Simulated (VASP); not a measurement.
# GaP (R-3m) in VASP: single point with LDA

Aim: the single point of GaP with LDA.

Program: VASP 6.6.1. These are calculated values, not measurements. Logs are shortened: lines on timing, memory, paths and dates and some standing lists are left out, and cuts for length are marked.

## 1. The cell of the first run

Symmetry: R-3m, No. 166, trigonal system. Conventional cell: a = 3.886 Å, b = 3.886 Å, c = 19.292 Å, α = 90.00°, β = 90.00°, γ = 120.00°. Ga (site symmetry 3m) has 3 P at 2.40 Å and 1 Ga at 2.49 Å within 3.2 Å. Within 2.9 Å of P (site symmetry 3m) lie 1 P at 2.21 Å and 3 Ga at 2.40 Å.

## 2. Single point, LDA

INCAR reads:

```
SYSTEM = GaP
PREC = Accurate
ENCUT = 500
EDIFF = 1E-6
ISMEAR = 0
SIGMA = 0.01
LREAL = .False.
LASPH = .True.
NELM = 120
ALGO = Normal
ISIF = 2
LWAVE = .False.
LCHARG = .False.
NBANDS = 26
GGA_COMPAT = .False.
```

KPOINTS reads:

```
Automatic mesh
0
Gamma
  4 4 4
  0 0 0
```

POSCAR reads:

```
GaP
1.0
    1.9430150000      1.1218000000      6.4308100000
   -1.9430150000      1.1218000000      6.4308100000
    0.0000000000     -2.2436010000      6.4308100000
Ga P
2 2
Direct
    0.4353720000      0.4353720000      0.4353720000
    0.5646280000      0.5646280000      0.5646280000
    0.0573890000      0.0573890000      0.0573890000
    0.9426110000      0.9426110000      0.9426110000
```

Potentials or basis: VASP PAW LDA potentials, release 64 (Ga_d, P).

Command:

```sh
> cat potpaw_LDA.64/Ga_d/POTCAR potpaw_LDA.64/P/POTCAR > POTCAR
> mpirun -np 1 vasp_std > vasp.out
```

OUTCAR:

```text
SYSTEM = GaP
   PREC = Accurate
   ENCUT = 500
   EDIFF = 1E-6
   ISMEAR = 0
   LREAL = .False.
   LASPH = .True.
   NELM = 120
   ISIF = 2

 ion  position               nearest neighbor table
   1  0.435  0.435  0.435-   3 2.40   3 2.40   3 2.40   2 2.49
   2  0.565  0.565  0.565-   4 2.40   4 2.40   4 2.40   1 2.49
   3  0.057  0.057  0.057-   4 2.21   1 2.40   1 2.40   1 2.40
   4  0.943  0.943  0.943-   3 2.21   2 2.40   2 2.40   2 2.40

  LATTYP: Found a trigonal (rhomboedric) cell.
 ALAT       =     6.8109514597
 COS(alpha) =     0.8372328435

  Lattice vectors:

 A1 = (   1.9430150000,   1.1218000000,   6.4308100000)
 A2 = (  -1.9430150000,   1.1218000000,   6.4308100000)
 A3 = (   0.0000000000,  -2.2436010000,   6.4308100000)

Analysis of symmetry for initial positions (statically):
=====================================================================
 Subroutine PRICEL returns:
 Original cell was already a primitive cell.

 Routine SETGRP: Setting up the symmetry group for a
 trigonal (rhombohedral) supercell.

 Subroutine GETGRP returns: Found 12 space group operations
 (whereof 12 operations were pure point group operations)
 out of a pool of 12 trial point group operations.

The static configuration has the point symmetry D_3d.

Analysis of symmetry for dynamics (positions and initial velocities):
=====================================================================
 Subroutine PRICEL returns:
 Original cell was already a primitive cell.

 Routine SETGRP: Setting up the symmetry group for a
 trigonal (rhombohedral) supercell.

 Subroutine GETGRP returns: Found 12 space group operations
 (whereof 12 operations were pure point group operations)
 out of a pool of 12 trial point group operations.

The dynamic configuration has the point symmetry D_3d.

 Subroutine INISYM returns: Found 12 space group operations
 (whereof 12 operations are pure point group operations),
 and found     1 'primitive' translations

----------------------------------------------------------------------------------------

                                     Primitive cell

  volume of cell :      84.1024

  direct lattice vectors                    reciprocal lattice vectors
[... 76 lines left out ...]
   LASPH  =      T    aspherical Exc in radial PAW
   ENCUT  =  500.0 eV  36.75 Ry    6.06 a.u.  12.42 12.42 12.42*2*pi/ulx,y,z
   NELM   =    120;   NELMIN=  2; NELMDL= -5     # of ELM steps
   EDIFF  = 0.1E-05   stopping-criterion for ELM
   LREAL  =      F    real-space projection
   EDIFFG = 0.1E-04   stopping-criterion for IOM
   NSW    =      0    number of steps for IOM
   IBRION =     -1    ionic relax: 0-MD 1-quasi-New 2-CG
   NFREE  =      0    steps in history (QN), initial steepest desc. (CG)
   ISIF   =      2    stress and relaxation
   ISYM   =      2    0-nonsym 1-usesym 2-fastsym
   POTIM  = 0.5000    time-step for ionic-motion
   TEBEG  =    0.0;   TEEND  =   0.0 temperature during run
   PSTRESS=    0.0 pullay stress
   NELECT =      36.0000    total number of electrons
   NUPDOWN=      -1.0000    fix difference up-down
   EMIN   =  10.00;   EMAX   =-10.00  energy-range for DOS
   EFERMI =   0.00;   METHOD = LEGACY
   ISMEAR =     0;   SIGMA  =   0.01  broadening in eV -4-tet -1-fermi 0-gaus
   EFERMI_NEDOS =   21; number of points for ismear=-14 and -15
   IALGO  =     38    algorithm
   IMIX   =      4    mixing-type and parameters
     AMIX     =   0.40;   BMIX     =  1.00
     AMIX_MAG =   1.60;   BMIX_MAG =  1.00
  volume/ion in A,a.u.               =      21.03       141.89
  Fermi-wavevector in a.u.,A,eV,Ry     =   1.233785  2.331515 20.711131  1.522225
  Thomas-Fermi vector in A             =   2.368501
   LORBIT       =      0    0 simple, 1 ext, 2 COOP (PROOUT), +10 PAW based schemes
   GGA     = CA    functional components
   LHFCALC =     F    Hartree Fock is set to
   AEXX    =    0.0000 exact exchange contribution
   IVDW    =     0    specifies the selected vdW correction
   LEPSILON=     F    determine dielectric tensor
   LRPA    =     F    only Hartree local field effects (RPA)
 non-spin polarized calculation
 Gauss-broadening in eV      SIGMA  =   0.01
  energy-cutoff  :      500.00
  volume of cell :       84.10
 maximum number of plane-waves:      2144
 NGX is ok and might be reduce to    50
   NGX = 25   NGY = 25   NGZ = 25

 number of electron      35.9999999 magnetization

 Free energy of the ion-electron system (eV)
  ---------------------------------------------------
  ext. energy  EPLUGINS =         0.00000000
  ---------------------------------------------------
  free energy    TOTEN  =       -20.16844332 eV

  energy without entropy =      -20.16844332  energy(sigma->0) =      -20.16844332

 E-fermi :   4.5439     XC(G=0):  -9.9879

 val. band max:        4.4846970095   @ k =   0.0000   0.0000   0.0000
 cond. band min:       5.1903174959   @ k =   0.5000   0.5000   0.0000
 fundamental gap:      0.7056204865
 Fermi energy:         4.5439443603

 k-point     1 :       0.0000    0.0000    0.0000
  band No.  band energies     occupation
      1     -10.4519      2.00000
      2     -10.3247      2.00000
      3     -10.3247      2.00000
      4     -10.3096      2.00000
      5     -10.3096      2.00000
      6     -10.2601      2.00000
[... 366 lines left out ...]
     25      10.4286      0.00000
     26      10.6906      0.00000

------------------------ aborting loop because EDIFF is reached ----------------------------------------

  FORCE on cell =-STRESS in cart. coord.  units (eV):
  Direction    XX          YY          ZZ          XY          YZ          ZX
  --------------------------------------------------------------------------------------
  -------------------------------------------------------------------------------------
  Total       -2.2364912     -2.2364916     -2.6596129      0.0000000      0.0000001      0.0000000
  in kB      -42.6058391    -42.6058467    -50.6664370      0.0000000      0.0000026      0.0000000
  external PRESSURE =     -45.2927076 kB  Pullay stress =       0.0000000 kB

 VOLUME and BASIS-vectors are now :
 -----------------------------------------------------------------------------
  energy-cutoff  :      500.00
  volume of cell :       84.10
      direct lattice vectors                 reciprocal lattice vectors
     1.943015000  1.121800000  6.430810000     0.257332033  0.148570705  0.051833810
    -1.943015000  1.121800000  6.430810000    -0.257332033  0.148570705  0.051833810
     0.000000000 -2.243601000  6.430810000     0.000000000 -0.297141410  0.051833787

 POSITION                                       TOTAL-FORCE (eV/Angst)
 -----------------------------------------------------------------------------------
      0.00000     -0.00000      8.39938         0.000000     -0.000000      0.039868
      0.00000     -0.00000     10.89305         0.000000      0.000000     -0.039868
      0.00000     -0.00000      1.10717         0.000000     -0.000000      0.081051
      0.00000     -0.00000     18.18526         0.000000      0.000000     -0.081051
 -----------------------------------------------------------------------------------
    total drift:                                0.000000     -0.000000      0.000000

  FREE ENERGIE OF THE ION-ELECTRON SYSTEM (eV)
  ---------------------------------------------------
  free  energy   TOTEN  =       -20.1684433154 eV

  energy  without entropy=      -20.1684433154  energy(sigma->0) =      -20.16844332
```

stdout:

```text
POSCAR found type information on POSCAR GaP
 POSCAR found :  2 types and       4 ions
 scaLAPACK will be used
 LDA part: xc-table for (Slater(with rela. corr.)+CA(PZ))
 , standard interpolation
 POSCAR, INCAR and KPOINTS ok, starting setup
 FFT: planning ... GRIDC
 FFT: planning ... GRID_SOFT
 FFT: planning ... GRID
 WAVECAR not read
 entering main loop
```

Wall time 60 s (1 thread of Intel Xeon Platinum 8259CL at 2.50GHz (Skylake/Cascade Lake), shared host); peak memory 0.25 GiB.

Results:

| Item | Value |
| --- | --- |
| Free energy | -20.1684 eV |
| Pressure | -4.5 GPa |
| Largest force | 0.081 eV/Å |
| Band gap on the k mesh | 0.71 eV (least direct gap 0.95 eV) |

Forces on the atoms (eV/Å):
```
Ga   0.000  0.000  0.040
Ga   0.000  0.000 -0.040
P    0.000  0.000  0.081
P    0.000  0.000 -0.081
```

Stress tensor (GPa, compression positive):
```
-4.26  0.00  0.00
 0.00 -4.26  0.00
 0.00  0.00 -5.07
```

Caveat: the k points lie up to 0.47 Å⁻¹ apart; semilocal functionals underestimate gaps, and a narrow one can read as zero. A k mesh can miss the band edges.
